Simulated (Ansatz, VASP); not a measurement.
Fe in VASP and in Ansatz

```xyz
1
Lattice="0.0000 1.8448 1.8448 1.8448 0.0000 1.8448 1.8448 1.8448 0.0000" Properties=species:S:1:pos:R:3 pbc="T T T"
Fe    0.0000    0.0000    0.0000
```

Alike in both runs: task single point; functional PBE; k mesh 17 × 17 × 17; occupations fermi-dirac, width 0.05 eV; collinear spin.

|  | VASP | Ansatz |
| --- | --- | --- |
| version | VASP 6.6.1 | Ansatz 0.2.0 |
| potentials or method | VASP PAW PBE potentials, release 64 (Fe), cutoff 520 eV | plane waves (420 eV) with PAW, scalar-relativistic |
| valence electrons in the cell | 8 | 16 |

```csv
,VASP,Ansatz,Ansatz less VASP
pressure (GPa),-6.2,-6.0,+0.17
net moment per atom (μB),2.65,2.65,+0.002
size of the moment on the site where the two differ most (μB),2.66,2.70,+0.048
```

Site moments also hang on the region over which each program counts them. VASP's potentials hold 8 valence electrons a cell and Ansatz's 16, so a difference there can come from the potentials and not from the codes.
